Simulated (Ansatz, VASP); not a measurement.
TlBr in VASP and in Ansatz

```
Tl Br
1.0
     3.91453   -0.00979   -0.00979
    -0.00979    3.91453   -0.00979
    -0.00979   -0.00979    3.91453
Tl Br
1 1
Direct
  0.00000 0.00000 0.00000
  0.50000 0.50000 0.50000
```

Change from the starting cell: equal xy, yz and zx engineering shears of -0.5 %.

Alike in both runs: task relaxation of the atoms; functional PBEsol; k mesh 6 × 6 × 6; non-collinear spin, spin-orbit coupling.

```csv
,VASP,Ansatz
version,VASP 6.6.1,Ansatz 0.2.0
potentials or method,"VASP PAW PBE potentials, release 64 (Tl_d, Br), cutoff 450 eV",all-electron LAPW
occupations,"gaussian, width 0.01 eV",fixed
```

```tsv
	VASP	Ansatz	Ansatz less VASP
net moment per atom (μB)	0.00	0.00	0.000
```

VASP's potentials were made for PBE, not for PBEsol. Ansatz ran all-electron here, and VASP with PAW potentials.

Noted on VASP's run: the relaxation stopped at its first step, so nothing moved.
